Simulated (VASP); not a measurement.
# SnTe (Pm-3m) in VASP: a series of runs

The runs below take SnTe through single point, relaxation of cell and atoms, with RPBE+D3(BJ), PBEsol+D3(BJ), PBEsol+D4.

Everything below comes from runs of VASP 6.6.1. Logs are shortened: lines on timing, memory, paths and dates and some standing lists are left out, and cuts for length are marked.

## 1. The cell of the first run

The structure is cubic, space group Pm-3m (No. 221). Conventional cell: a = 3.471 Å, b = 3.471 Å, c = 3.471 Å, α = 90.00°, β = 90.00°, γ = 90.00°. Within 4.0 Å of Te (site symmetry m-3m) lie 8 Sn at 3.01 Å and 6 Te at 3.47 Å. Within 4.0 Å of Sn (site symmetry m-3m) lie 8 Te at 3.01 Å and 6 Sn at 3.47 Å.

## 2. Single point, RPBE+D3(BJ)

Contents of INCAR:

```
  ALGO = Normal
  EDIFF = 1E-6
  ENCUT = 520
  GGA = RP
  ISIF = 2
  ISMEAR = -1
  IVDW = 12
  LASPH = T
  LCHARG = F
  LREAL = F
  LWAVE = F
  NBANDS = 17
  NELM = 80
  PREC = Accurate
  SIGMA = 0.05
```

Contents of KPOINTS:

```
k-points
0
Gamma
  7 7 7
```

Contents of POSCAR:

```
SnTe
1.0
    3.4712075509      0.0000000000      0.0000000000
    0.0000000000      3.4712075509      0.0000000000
    0.0000000000      0.0000000000      3.4712075509
Te Sn
1 1
Direct
    0.5000000000      0.5000000000      0.5000000000
    0.0000000000      0.0000000000      0.0000000000
```

Potentials or basis: VASP PAW PBE potentials, release 64 (Te, Sn_d).

Run with:

```bash
cat potpaw_PBE.64/Te/POTCAR potpaw_PBE.64/Sn_d/POTCAR > POTCAR
mpirun -np 1 vasp_std > vasp.out
```

OUTCAR:

```text
EDIFF = 1E-6
   ENCUT = 520
   GGA = RP
   ISIF = 2
   ISMEAR = -1
   IVDW = 12
   LASPH = T
   LREAL = F
   NELM = 80
   PREC = Accurate
 IVDW          = 12

 ion  position               nearest neighbor table
   1  0.500  0.500  0.500-   2 3.01   2 3.01   2 3.01   2 3.01   2 3.01   2 3.01   2 3.01   2 3.01

   2  0.000  0.000  0.000-   1 3.01   1 3.01   1 3.01   1 3.01   1 3.01   1 3.01   1 3.01   1 3.01

  LATTYP: Found a simple cubic cell.
 ALAT       =     3.4712075509

  Lattice vectors:

 A1 = (   3.4712075509,   0.0000000000,   0.0000000000)
 A2 = (   0.0000000000,   3.4712075509,   0.0000000000)
 A3 = (   0.0000000000,   0.0000000000,   3.4712075509)

Analysis of symmetry for initial positions (statically):
=====================================================================
 Subroutine PRICEL returns:
 Original cell was already a primitive cell.

 Routine SETGRP: Setting up the symmetry group for a
 simple cubic supercell.

 Subroutine GETGRP returns: Found 48 space group operations
 (whereof 48 operations were pure point group operations)
 out of a pool of 48 trial point group operations.

The static configuration has the point symmetry O_h .

Analysis of symmetry for dynamics (positions and initial velocities):
=====================================================================
 Subroutine PRICEL returns:
 Original cell was already a primitive cell.

 Routine SETGRP: Setting up the symmetry group for a
 simple cubic supercell.

 Subroutine GETGRP returns: Found 48 space group operations
 (whereof 48 operations were pure point group operations)
 out of a pool of 48 trial point group operations.

The dynamic configuration has the point symmetry O_h .

 Subroutine INISYM returns: Found 48 space group operations
 (whereof 48 operations are pure point group operations),
 and found     1 'primitive' translations

----------------------------------------------------------------------------------------

                                     Primitive cell

  volume of cell :      41.8256

  direct lattice vectors                    reciprocal lattice vectors
     3.471207551  0.000000000  0.000000000     0.288084185  0.000000000  0.000000000
     0.000000000  3.471207551  0.000000000     0.000000000  0.288084185  0.000000000
     0.000000000  0.000000000  3.471207551     0.000000000  0.000000000  0.288084185

  length of vectors
     3.471207551  3.471207551  3.471207551     0.288084185  0.288084185  0.288084185

  position of ions in fractional coordinates (direct lattice)
     0.500000000  0.500000000  0.500000000
     0.000000000  0.000000000  0.000000000

  ion indices of the primitive-cell ions
   primitive index   ion index
                 1           1
                 2           2

----------------------------------------------------------------------------------------

 KPOINTS: k-points

Automatic generation of k-mesh.
 Grid dimensions read from file:
 generate k-points for:    7    7    7

 Generating k-lattice:

  Cartesian coordinates                     Fractional coordinates (reciprocal lattice)
     0.041154884  0.000000000  0.000000000     0.142857143  0.000000000  0.000000000
     0.000000000  0.041154884  0.000000000     0.000000000  0.142857143  0.000000000
     0.000000000  0.000000000  0.041154884     0.000000000  0.000000000  0.142857143

  Length of vectors
     0.041154884  0.041154884  0.041154884

  Shift w.r.t. Gamma in fractional coordinates (k-lattice)
     0.000000000  0.000000000  0.000000000

 Subroutine IBZKPT returns following result:
 ===========================================

 Found     20 irreducible k-points:

 Following reciprocal coordinates:
            Coordinates               Weight
  0.000000  0.000000  0.000000      1.000000
  0.142857  0.000000  0.000000      6.000000
  0.285714  0.000000  0.000000      6.000000
  0.428571  0.000000  0.000000      6.000000
  0.142857  0.142857  0.000000     12.000000
  0.285714  0.142857  0.000000     24.000000
[... 12 lines left out ...]
  0.428571  0.428571  0.285714     24.000000
  0.428571  0.428571  0.428571      8.000000
   k-points           NKPTS =     20   k-points in BZ     NKDIM =     20   number of bands    NBANDS=     17
   number of dos      NEDOS =    301   number of ions     NIONS =      2
   total plane-waves  NPLWV =  21952
   dimension x,y,z NGX =    28 NGY =   28 NGZ =   28
   dimension x,y,z NGXF=    56 NGYF=   56 NGZF=   56
   ions per type =               1   1
   NGX,Y,Z   is equivalent  to a cutoff of  13.41, 13.41, 13.41 a.u.
   NGXF,Y,Z  is equivalent  to a cutoff of  26.82, 26.82, 26.82 a.u.
 SYSTEM =  unknown system
   PREC   = accura    normal or accurate (medium, high low for compatibility)
   ISTART =      0    job   : 0-new  1-cont  2-samecut
   ICHARG =      2    charge: 1-file 2-atom 10-const
   ISPIN  =      1    spin polarized calculation?
   LNONCOLLINEAR =      F non collinear calculations
   LSORBIT =      F    spin-orbit coupling
   LASPH  =      T    aspherical Exc in radial PAW
   ENCUT  =  520.0 eV  38.22 Ry    6.18 a.u.   6.45  6.45  6.45*2*pi/ulx,y,z
   NELM   =     80;   NELMIN=  2; NELMDL= -5     # of ELM steps
   EDIFF  = 0.1E-05   stopping-criterion for ELM
   LREAL  =      F    real-space projection
   EDIFFG = 0.1E-04   stopping-criterion for IOM
   NSW    =      0    number of steps for IOM
   IBRION =     -1    ionic relax: 0-MD 1-quasi-New 2-CG
   NFREE  =      0    steps in history (QN), initial steepest desc. (CG)
   ISIF   =      2    stress and relaxation
   ISYM   =      2    0-nonsym 1-usesym 2-fastsym
   POTIM  = 0.5000    time-step for ionic-motion
   TEBEG  =    0.0;   TEEND  =   0.0 temperature during run
   PSTRESS=    0.0 pullay stress
   NELECT =      20.0000    total number of electrons
   NUPDOWN=      -1.0000    fix difference up-down
   EMIN   =  10.00;   EMAX   =-10.00  energy-range for DOS
   EFERMI =   0.00;   METHOD = LEGACY
   ISMEAR =    -1;   SIGMA  =   0.05  broadening in eV -4-tet -1-fermi 0-gaus
   EFERMI_NEDOS =   21; number of points for ismear=-14 and -15
   IALGO  =     38    algorithm
   IMIX   =      4    mixing-type and parameters
     AMIX     =   0.40;   BMIX     =  1.00
     AMIX_MAG =   1.60;   BMIX_MAG =  1.00
  volume/ion in A,a.u.               =      20.91       141.13
  Fermi-wavevector in a.u.,A,eV,Ry     =   1.280180  2.419189 22.298043  1.638860
  Thomas-Fermi vector in A             =   2.412622
   LORBIT       =      0    0 simple, 1 ext, 2 COOP (PROOUT), +10 PAW based schemes
   GGA     = RP    functional components
   LHFCALC =     F    Hartree Fock is set to
   AEXX    =    0.0000 exact exchange contribution
   IVDW    =    12    specifies the selected vdW correction
   LEPSILON=     F    determine dielectric tensor
   LRPA    =     F    only Hartree local field effects (RPA)
 non-spin polarized calculation
  energy-cutoff  :      520.00
  volume of cell :       41.83
 maximum number of plane-waves:      1145
 NGX is ok and might be reduce to    28
   NGX = 13   NGY = 13   NGZ = 13

 number of electron      19.9999992 magnetization

 Free energy of the ion-electron system (eV)
  ---------------------------------------------------
  ext. energy  EPLUGINS =         0.00000000
  ---------------------------------------------------
  free energy    TOTEN  =        -5.02268201 eV

  energy without entropy =       -5.01420690  energy(sigma->0) =       -5.01844445

 E-fermi :  12.3352     XC(G=0): -11.5135

 val. band max:       12.2810994209   @ k =   0.4286   0.2857   0.0000
 cond. band min:      12.3692716248   @ k =   0.4286   0.4286   0.2857
 fundamental gap:      0.0881722039
 Fermi energy:        12.3352157518

 k-point     1 :       0.0000    0.0000    0.0000
  band No.  band energies     occupation
      1      -9.6101      2.00000
      2      -9.6101      2.00000
      3      -9.4898      2.00000
      4      -9.4898      2.00000
      5      -9.4898      2.00000
      6      -3.0637      2.00000
[... 9 lines left out ...]
     16      24.3490      0.00000
     17      24.3499      0.00000

 k-point     2 :       0.1429    0.0000    0.0000
  band No.  band energies     occupation
      1      -9.6089      2.00000
      2      -9.5890      2.00000
      3      -9.4987      2.00000
      4      -9.4987      2.00000
      5      -9.4894      2.00000
      6      -2.8170      2.00000
[... 9 lines left out ...]
     16      22.4968      0.00000
     17      23.6442      0.00000

 k-point     3 :       0.2857    0.0000    0.0000
  band No.  band energies     occupation
      1      -9.6061      2.00000
      2      -9.5418      2.00000
      3      -9.5184      2.00000
      4      -9.5184      2.00000
      5      -9.4886      2.00000
      6      -2.1036      2.00000
[... 9 lines left out ...]
     16      20.3330      0.00000
     17      24.3289      0.00000

 k-point     4 :       0.4286    0.0000    0.0000
  band No.  band energies     occupation
      1      -9.6039      2.00000
      2      -9.5342      2.00000
      3      -9.5342      2.00000
      4      -9.5039      2.00000
      5      -9.4878      2.00000
      6      -1.1370      2.00000
[... 9 lines left out ...]
     16      24.5973      0.00000
     17      25.3274      0.00000
[... 263 lines left out ...]
      1      -9.5761      2.00000
      2      -9.5658      2.00000
      3      -9.5445      2.00000
      4      -9.4956      2.00000
      5      -9.4562      2.00000
      6       0.6205      2.00000
[... 9 lines left out ...]
     16      24.7035      0.00000
     17      25.5279      0.00000

 k-point    19 :       0.4286    0.4286    0.2857
  band No.  band energies     occupation
      1      -9.5949      2.00000
      2      -9.5637      2.00000
      3      -9.5624      2.00000
      4      -9.4749      2.00000
      5      -9.4338      2.00000
      6       1.3106      2.00000
[... 9 lines left out ...]
     16      26.0867      0.00000
     17      27.2501      0.00000

 k-point    20 :       0.4286    0.4286    0.4286
  band No.  band energies     occupation
      1      -9.5870      2.00000
      2      -9.5841      2.00000
      3      -9.5841      2.00000
      4      -9.4328      2.00000
      5      -9.4328      2.00000
      6       1.8282      2.00000
[... 9 lines left out ...]
     16      28.2064      0.00000
     17      29.8978      0.00000

------------------------ aborting loop because EDIFF is reached ----------------------------------------

 Edisp (eV)   -6.50852

 E8    (eV) :    -4.4509

  FORCE on cell =-STRESS in cart. coord.  units (eV):
  Direction    XX          YY          ZZ          XY          YZ          ZX
  --------------------------------------------------------------------------------------
  -------------------------------------------------------------------------------------
  Total      -0.01345    -0.01345    -0.01345    -0.00000    -0.00000     0.00000
  in kB      -0.51530    -0.51530    -0.51530    -0.00000    -0.00000     0.00000
  external pressure =       -0.52 kB  Pullay stress =        0.00 kB

 VOLUME and BASIS-vectors are now :
 -----------------------------------------------------------------------------
  energy-cutoff  :      520.00
  volume of cell :       41.83
      direct lattice vectors                 reciprocal lattice vectors
     3.471207551  0.000000000  0.000000000     0.288084185  0.000000000  0.000000000
     0.000000000  3.471207551  0.000000000     0.000000000  0.288084185  0.000000000
     0.000000000  0.000000000  3.471207551     0.000000000  0.000000000  0.288084185

 POSITION                                       TOTAL-FORCE (eV/Angst)
 -----------------------------------------------------------------------------------
      1.73560      1.73560      1.73560         0.000000      0.000000      0.000000
      0.00000      0.00000      0.00000         0.000000      0.000000      0.000000
 -----------------------------------------------------------------------------------
    total drift:                               -0.000000      0.000000     -0.000000

  FREE ENERGIE OF THE ION-ELECTRON SYSTEM (eV)
  ---------------------------------------------------
  free  energy   TOTEN  =       -11.5311989156 eV

  energy  without entropy=      -11.5227238072  energy(sigma->0) =      -11.52696136
```

Wall time 11 s (1 thread of AMD EPYC 7R43 (Zen 3), shared host); peak memory 0.14 GiB.

What came out:

* Free energy: -11.5312 eV
* Pressure: -0.1 GPa
* Band gap on the k mesh: zero (band 10 reaches 13.46 eV, above the bottom of band 11 at 10.17 eV)
* Dispersion energy per atom: -3.254 eV

Levels at points of the mesh, in eV from the Fermi level:
```csv
k point,band 6,band 7,band 8,band 9,band 10,band 11,band 12,band 13,band 14,band 15
"(0.00, 0.00, 0.00)",-15.40,-3.86,-2.82,-2.82,-2.82,2.58,2.58,8.13,8.13,8.13
```

Caveat: the PAW data sets were made with another functional, which shifts forces and pressure a little; spin-orbit coupling is left out, which moves the levels of the heavy elements; pairwise dispersion overbinds metals, which lowers pressure and volume.

[end of part 1 of 3]
